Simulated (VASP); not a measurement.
# Ag (P6_3/mmc) in VASP: a series of runs, part 3 of 3

VASP 6.6.1. Earlier steps stand in the parts before.

**5. Single point, PBE (strain +0.030 along x and y, -0.015 along z)**

INCAR

```
SYSTEM = Ag
ALGO = Fast
EDIFF = 1E-7
ENCUT = 520
GGA = PE
ISIF = 2
ISMEAR = 0
LASPH = .True.
LCHARG = .False.
LREAL = .False.
LWAVE = .False.
NBANDS = 30
NELM = 80
PREC = Accurate
SIGMA = 0.15
```

KPOINTS

```
k-points
0
Gamma
  18 18 6
  0 0 0
```

POSCAR

```
Ag
1.0
    3.0249220108      0.0000000000      0.0000000000
   -1.5124610054      2.6196593058      0.0000000000
    0.0000000000      0.0000000000      9.4200592129
Ag
4
Direct
    0.3333333333      0.6666666667      0.2500000000
    0.6666666667      0.3333333333      0.7500000000
    0.0000000000      0.0000000000      0.0000000000
    0.0000000000      0.0000000000      0.5000000000
```

Potentials or basis: VASP PAW PBE potentials, release 64 (Ag).

Started as:

```console
> cat potpaw_PBE.64/Ag/POTCAR > POTCAR
> mpirun -np 1 vasp_std > vasp.out
```

OUTCAR:

```text
SYSTEM = Ag
   EDIFF = 1E-7
   ENCUT = 520
   GGA = PE
   ISIF = 2
   ISMEAR = 0
   LASPH = .True.
   LREAL = .False.
   NELM = 80
   PREC = Accurate

 ion  position               nearest neighbor table
   1  0.333  0.667  0.250-   3 2.93   4 2.93   3 2.93   4 2.93   3 2.93   4 2.93
   2  0.667  0.333  0.750-   3 2.93   4 2.93   3 2.93   4 2.93   3 2.93   4 2.93
   3  0.000  0.000  0.000-   1 2.93   2 2.93   1 2.93   2 2.93   2 2.93   1 2.93
   4  0.000  0.000  0.500-   1 2.93   2 2.93   1 2.93   2 2.93   2 2.93   1 2.93

  LATTYP: Found a hexagonal cell.
 ALAT       =     3.0249220108
 C/A-ratio  =     3.1141494489

  Lattice vectors:

 A1 = (   3.0249220108,   0.0000000000,   0.0000000000)
 A2 = (  -1.5124610054,   2.6196593058,   0.0000000000)
 A3 = (   0.0000000000,   0.0000000000,   9.4200592129)

Analysis of symmetry for initial positions (statically):
=====================================================================
 Subroutine PRICEL returns:
 Original cell was already a primitive cell.

 Routine SETGRP: Setting up the symmetry group for a
 hexagonal supercell.

 Subroutine GETGRP returns: Found 24 space group operations
 (whereof 12 operations were pure point group operations)
 out of a pool of 24 trial point group operations.

The static configuration has the point symmetry D_3d.
 The point group associated with its full space group is D_6h.

Analysis of symmetry for dynamics (positions and initial velocities):
=====================================================================
 Subroutine PRICEL returns:
 Original cell was already a primitive cell.

 Routine SETGRP: Setting up the symmetry group for a
 hexagonal supercell.

 Subroutine GETGRP returns: Found 24 space group operations
 (whereof 12 operations were pure point group operations)
 out of a pool of 24 trial point group operations.

The dynamic configuration has the point symmetry D_3d.
[... 118 lines left out ...]
   EFERMI =   0.00;   METHOD = LEGACY
   ISMEAR =     0;   SIGMA  =   0.15  broadening in eV -4-tet -1-fermi 0-gaus
   EFERMI_NEDOS =   21; number of points for ismear=-14 and -15
   IALGO  =     68    algorithm
   IMIX   =      4    mixing-type and parameters
     AMIX     =   0.40;   BMIX     =  1.00
     AMIX_MAG =   1.60;   BMIX_MAG =  1.00
  volume/ion in A,a.u.               =      18.66       125.94
  Fermi-wavevector in a.u.,A,eV,Ry     =   1.372634  2.593903 25.635076  1.884125
  Thomas-Fermi vector in A             =   2.498224
   LORBIT       =      0    0 simple, 1 ext, 2 COOP (PROOUT), +10 PAW based schemes
   GGA     = PE    functional components
   LHFCALC =     F    Hartree Fock is set to
   AEXX    =    0.0000 exact exchange contribution
   IVDW    =     0    specifies the selected vdW correction
   LEPSILON=     F    determine dielectric tensor
   LRPA    =     F    only Hartree local field effects (RPA)
 non-spin polarized calculation
 RMM-DIIS sequential band-by-band and
 Gauss-broadening in eV      SIGMA  =   0.15
  energy-cutoff  :      520.00
  volume of cell :       74.65
 maximum number of plane-waves:      2045
 NGX is ok and might be reduce to    24
   NGX = 11   NGY = 11   NGZ = 35

 number of electron      43.9999980 magnetization

 Free energy of the ion-electron system (eV)
  ---------------------------------------------------
  ext. energy  EPLUGINS =         0.00000000
  ---------------------------------------------------
  free energy    TOTEN  =       -10.80908628 eV

  energy without entropy =      -10.79666707  energy(sigma->0) =      -10.80287667

 E-fermi :   7.2559     XC(G=0): -11.6767

 val. band max:        7.2421884832   @ k =   0.1111   0.0556   0.3333
 cond. band min:       7.2749594921   @ k =   0.5000  -0.0000   0.3333
 fundamental gap:      0.0327710088
 Fermi energy:         7.2558681978

 k-point     1 :       0.0000    0.0000    0.0000
  band No.  band energies     occupation
      1       0.1079      2.00000
      2       1.4002      2.00000
      3       1.5022      2.00000
      4       1.5032      2.00000
      5       2.6523      2.00000
      6       2.6523      2.00000
[... 781 lines left out ...]
     29      15.3804      0.00000
     30      16.7841      0.00000

 [... further k-points ...]
[... 5 lines left out ...]
  --------------------------------------------------------------------------------------
  -------------------------------------------------------------------------------------
  Total       -2.0851588     -2.0851588     -0.5412009      0.0000000      0.0000000      0.0000000
  in kB      -44.7545401    -44.7545401    -11.6159956      0.0000000      0.0000000      0.0000000
  external PRESSURE =     -33.7083586 kB  Pullay stress =       0.0000000 kB

 VOLUME and BASIS-vectors are now :
 -----------------------------------------------------------------------------
  energy-cutoff  :      520.00
  volume of cell :       74.65
      direct lattice vectors                 reciprocal lattice vectors
     3.024922011  0.000000000  0.000000000     0.330587035  0.190864514  0.000000000
    -1.512461005  2.619659306  0.000000000     0.000000000  0.381729028  0.000000000
     0.000000000  0.000000000  9.420059213     0.000000000  0.000000000  0.106156445

 POSITION                                       TOTAL-FORCE (eV/Angst)
 -----------------------------------------------------------------------------------
     -0.00000      1.74644      2.35501        -0.000000     -0.000000     -0.000000
      1.51246      0.87322      7.06504         0.000000      0.000000     -0.000000
      0.00000      0.00000      0.00000        -0.000000      0.000000      0.000000
      0.00000      0.00000      4.71003        -0.000000      0.000000      0.000000
 -----------------------------------------------------------------------------------
    total drift:                               -0.000000      0.000000      0.000000

  FREE ENERGIE OF THE ION-ELECTRON SYSTEM (eV)
  ---------------------------------------------------
  free  energy   TOTEN  =       -10.8090862796 eV

  energy  without entropy=      -10.7966670687  energy(sigma->0) =      -10.80287667
```

OSZICAR:

```text
N       E                     dE             d eps       ncg     rms          rms(c)
DAV:   1     0.289285333771E+03    0.28929E+03   -0.22555E+04  8880   0.143E+03
DAV:   2    -0.538458373822E+01   -0.29467E+03   -0.27921E+03  9234   0.326E+02
DAV:   3    -0.116766690121E+02   -0.62921E+01   -0.62561E+01 10220   0.537E+01
DAV:   4    -0.117057373260E+02   -0.29068E-01   -0.29062E-01  9498   0.357E+00
DAV:   5    -0.117060311677E+02   -0.29384E-03   -0.29384E-03 10242   0.390E-01    0.830E+00
RMM:   6    -0.108330092432E+02    0.87302E+00   -0.27287E+00  8886   0.109E+01    0.554E+00
RMM:   7    -0.108172689958E+02    0.15740E-01   -0.78313E-02  9136   0.170E+00    0.339E+00
RMM:   8    -0.108092754948E+02    0.79935E-02   -0.49502E-03  9282   0.504E-01    0.360E-01
RMM:   9    -0.108090524679E+02    0.22303E-03   -0.11381E-03  9599   0.209E-01    0.384E-02
RMM:  10    -0.108090826319E+02   -0.30164E-04   -0.12603E-04  9751   0.632E-02    0.725E-02
RMM:  11    -0.108090846718E+02   -0.20399E-05   -0.28161E-05  9656   0.365E-02    0.192E-02
RMM:  12    -0.108090855335E+02   -0.86172E-06   -0.43868E-06  9726   0.131E-02    0.881E-03
RMM:  13    -0.108090857066E+02   -0.17312E-06   -0.68303E-07  8440   0.489E-03    0.320E-03
RMM:  14    -0.108090862745E+02   -0.56789E-06   -0.19655E-07  6547   0.266E-03    0.804E-04
RMM:  15    -0.108090862796E+02   -0.51177E-08   -0.44089E-08  5464   0.117E-03
   1 F= -.10809086E+02 E0= -.10802877E+02  d E =-.124192E-01
```

Wall time 6.5 min (1 thread of Intel Xeon 8259CL, shared host); peak memory 0.37 GiB.

What came out:

* Free energy: -10.8091 eV
* Pressure: -3.4 GPa
* Band gap on the k mesh: zero (bands 22 and 23 overlap by 5.89 eV)

Levels at points of the mesh, in eV from the Fermi level:
| k point | band 19 | band 20 | band 21 | band 22 | band 23 | band 24 | band 25 | band 26 |
| --- | --- | --- | --- | --- | --- | --- | --- | --- |
| (0.00, 0.00, 0.00) | -3.60 | -3.33 | -3.33 | -2.96 | -2.96 | 0.17 | 3.73 | 11.45 |
| (0.50, 0.00, 0.00) | -2.82 | -2.80 | -0.15 | 0.74 | 0.82 | 1.31 | 3.70 | 3.84 |
| (0.00, 0.00, 0.50) | -3.13 | -3.13 | -3.13 | -3.13 | -2.01 | -2.01 | 6.72 | 6.72 |
| (0.50, 0.00, 0.50) | -2.91 | -2.91 | 0.18 | 0.18 | 1.16 | 1.16 | 4.35 | 4.35 |

Caveat: the cell differs from its parent crystal (strain +0.030 along x and y, -0.015 along z); the cell stands under tension.

**6. Single point, PBE (strain +0.015 along x and y, +0.015 along z)**

INCAR

```
ALGO = Fast ; EDIFF = 1E-6
ENCUT = 520 ; GGA = PE
ISIF = 2 ; ISMEAR = 0
LASPH = T ; LCHARG = T
LELF = T ; LREAL = F
LVHAR = T ; LWAVE = F
NBANDS = 30 ; NELM = 80
PREC = Accurate ; SIGMA = 0.15
```

KPOINTS

```
k-points
0
Gamma
  18 18 6
```

POSCAR

```
Ag
1.0
    2.9808697485      0.0000000000      0.0000000000
   -1.4904348742      2.5815089276      0.0000000000
    0.0000000000      0.0000000000      9.7069645697
Ag
4
Direct
    0.3333333333      0.6666666667      0.2500000000
    0.6666666667      0.3333333333      0.7500000000
    0.0000000000      0.0000000000      0.0000000000
    0.0000000000      0.0000000000      0.5000000000
```

Potentials or basis: VASP PAW PBE potentials, release 64 (Ag).

Started as:

```console
> cat potpaw_PBE.64/Ag/POTCAR > POTCAR
> mpirun -np 1 vasp_std > vasp.out
```

OUTCAR:

```text
EDIFF = 1E-6
   ENCUT = 520
   GGA = PE
   ISIF = 2
   ISMEAR = 0
   LASPH = T
   LREAL = F
   NELM = 80
   PREC = Accurate

 ion  position               nearest neighbor table
   1  0.333  0.667  0.250-   3 2.98   4 2.98   3 2.98   4 2.98   3 2.98   4 2.98
   2  0.667  0.333  0.750-   3 2.98   4 2.98   3 2.98   4 2.98   3 2.98   4 2.98
   3  0.000  0.000  0.000-   1 2.98   2 2.98   1 2.98   2 2.98   2 2.98   1 2.98
   4  0.000  0.000  0.500-   1 2.98   2 2.98   1 2.98   2 2.98   2 2.98   1 2.98

  LATTYP: Found a hexagonal cell.
 ALAT       =     2.9808697485
 C/A-ratio  =     3.2564202359

  Lattice vectors:

 A1 = (   2.9808697485,   0.0000000000,   0.0000000000)
 A2 = (  -1.4904348742,   2.5815089276,   0.0000000000)
 A3 = (   0.0000000000,   0.0000000000,   9.7069645697)

Analysis of symmetry for initial positions (statically):
=====================================================================
 Subroutine PRICEL returns:
 Original cell was already a primitive cell.

[... 170 lines left out ...]
  ---------------------------------------------------
  ext. energy  EPLUGINS =         0.00000000
  ---------------------------------------------------
  free energy    TOTEN  =       -10.83288852 eV

  energy without entropy =      -10.81904338  energy(sigma->0) =      -10.82596595

 E-fermi :   7.2283     XC(G=0): -11.6741

 val. band max:        7.2268973851   @ k =   0.1667   0.0000   0.3333
 cond. band min:       7.2401978166   @ k =   0.3333   0.1667   0.3333
 fundamental gap:      0.0133004315
 Fermi energy:         7.2283127136

 k-point     1 :       0.0000    0.0000    0.0000
  band No.  band energies     occupation
      1       0.1051      2.00000
      2       1.3722      2.00000
      3       1.3885      2.00000
      4       1.3912      2.00000
      5       2.7202      2.00000
      6       2.7202      2.00000
[... 781 lines left out ...]
     29      15.7580      0.00000
     30      16.5951      0.00000

 [... further k-points ...]
[... 5 lines left out ...]
  --------------------------------------------------------------------------------------
  -------------------------------------------------------------------------------------
  Total       -1.7023303     -1.7023303     -1.5862364     -0.0000000     -0.0000000      0.0000000
  in kB      -36.5135738    -36.5135738    -34.0234565     -0.0000000     -0.0000000      0.0000000
  external PRESSURE =     -35.6835347 kB  Pullay stress =       0.0000000 kB

 VOLUME and BASIS-vectors are now :
 -----------------------------------------------------------------------------
  energy-cutoff  :      520.00
  volume of cell :       74.70
      direct lattice vectors                 reciprocal lattice vectors
     2.980869748  0.000000000  0.000000000     0.335472558  0.193685172  0.000000000
    -1.490434874  2.581508928  0.000000000     0.000000000  0.387370343  0.000000000
     0.000000000  0.000000000  9.706964570     0.000000000  0.000000000  0.103018816

 POSITION                                       TOTAL-FORCE (eV/Angst)
 -----------------------------------------------------------------------------------
     -0.00000      1.72101      2.42674         0.000000      0.000000     -0.000000
      1.49043      0.86050      7.28022        -0.000000     -0.000000     -0.000000
      0.00000      0.00000      0.00000         0.000000     -0.000000      0.000000
      0.00000      0.00000      4.85348         0.000000     -0.000000      0.000000
 -----------------------------------------------------------------------------------
    total drift:                               -0.000000      0.000000      0.000000

  FREE ENERGIE OF THE ION-ELECTRON SYSTEM (eV)
  ---------------------------------------------------
  free  energy   TOTEN  =       -10.8328885224 eV

  energy  without entropy=      -10.8190433844  energy(sigma->0) =      -10.82596595
```

Run time: 5.6 min. Hardware: 1 thread of Intel Xeon 8259CL, shared host; peak memory 0.37 GiB.

Results:

```yaml
Free_energy: -10.8329 eV
Pressure: -3.6 GPa
Band_gap_on_the_k_mesh: zero (bands 22 and 23 overlap by 6.21 eV)
```

Caveat: the cell differs from its parent crystal (strain +0.015 along x and y, +0.015 along z); the cell stands under tension.

**7. Overview**

| cell | further INCAR settings | gap on the mesh (eV) | pressure (GPa) |
| --- | --- | --- | --- |
| a = 2.937, b = 2.937, c = 9.850 Å, angles 90.0, 90.0, 120.0°, 4 atoms | ALGO = Fast; EDIFF = 1e-06; NBANDS = 30 | none | -2.4 |
| a = 3.025, b = 3.025, c = 9.277 Å, angles 90.0, 90.0, 120.0°, 4 atoms | ALGO = Fast; EDIFF = 1e-06; NBANDS = 30 | none | -2.0 |
| a = 2.981, b = 2.981, c = 9.564 Å, angles 90.0, 90.0, 120.0°, 4 atoms | ALGO = Fast; EDIFF = 1e-07; NBANDS = 30 | none | -2.5 |
| a = 3.025, b = 3.025, c = 9.420 Å, angles 90.0, 90.0, 120.0°, 4 atoms | ALGO = Fast; EDIFF = 1e-07; NBANDS = 30 | none | -3.4 |
| a = 2.981, b = 2.981, c = 9.707 Å, angles 90.0, 90.0, 120.0°, 4 atoms | ALGO = Fast; EDIFF = 1e-06; NBANDS = 30 | none | -3.6 |

Alike in all rows: task single point; level PBE; potentials or basis VASP PAW PBE potentials, release 64 (Ag); no spin polarisation; k mesh 18 × 18 × 6; cutoff (eV) 520; smearing gaussian 0.15 eV.

Caveats: the cell stands under tension (at least some runs).

Absolute energies hang on the potentials; compare differences alone.

The gap in the log of VASP goes by the Fermi energy; the results here count the filled bands.